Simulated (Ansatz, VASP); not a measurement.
# SnO2: VASP beside Ansatz

```
Sn O
1.0
     3.23071    0.00000    0.00000
    -1.61536    2.79788    0.00000
     0.00000    0.00000   10.82094
Sn O
2 4
Direct
  0.00000 0.00000 0.50000
  0.00000 0.00000 0.00000
  0.66667 0.33333 0.40179
  0.66667 0.33333 0.09821
  0.33333 0.66667 0.59821
  0.33333 0.66667 0.90179
```

Alike in both runs: task single point; functional PBE; dispersion D3(BJ); k mesh 12 × 12 × 4; occupations gaussian, width 0.05 eV; no spin polarisation.

```csv
,VASP,Ansatz
version,VASP 6.6.1,Ansatz 0.2.0
potentials or method,"VASP PAW PBE potentials, release 64 (Sn_d, O), cutoff 520 eV","scalar-relativistic, plane waves, PAW"
valence electrons in the cell,52,52
```

```tsv
	VASP	Ansatz	Ansatz less VASP
gap on the k mesh at the Fermi level (eV)	2.01	2.04	+0.027
least direct gap on the mesh (eV)	2.31	2.33	+0.022
pressure (GPa)	-4.6	-5.1	-0.49
traceless stress, the component that is largest in VASP (GPa)	-0.61	-0.33	+0.283
rms of the force components (eV/Å)	0.304	0.329	+0.0250
```

Atom by atom the forces differ by 0.025 eV/Å (rms over components).
